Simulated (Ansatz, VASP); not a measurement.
**Two plane-wave programs on AlN**

```
Al N
1.0
     0.00000    2.16303    2.20731
     2.16303    0.00000    2.20731
     2.16303    2.16303    0.00000
Al N
1 1
Direct
  0.00000 0.00000 0.00000
  0.25000 0.25000 0.25000
```

Change from the starting cell: epitaxial_xy strain -1.0%.

Alike in both runs: task single point; functional HSE06; k mesh 8 × 8 × 8; no spin polarisation.

|  | VASP | Ansatz |
| --- | --- | --- |
| version | VASP 6.6.1 | Ansatz 0.2.0 |
| potentials or method | VASP PAW PBE potentials, release 64 (Al, N) | plane waves, PAW |
| plane-wave cutoff (eV) | 520 | 420 |
| occupations | gaussian, width 0.01 eV | fixed |
| valence electrons in the cell | 8 | 8 |

Ansatz gave:

* gap on the k mesh at the Fermi level (eV): 4.50
* pressure (GPa): 1.4
* traceless stress, the component that is largest in VASP (GPa): -2.05

Problem. Which values does VASP return?

Solution. gap on the k mesh at the Fermi level (eV): 4.50; pressure (GPa): 1.3; traceless stress, the component that is largest in VASP (GPa): -2.06.

Ansatz's warnings: stress exchange threshold loose, stress scf threshold loose.
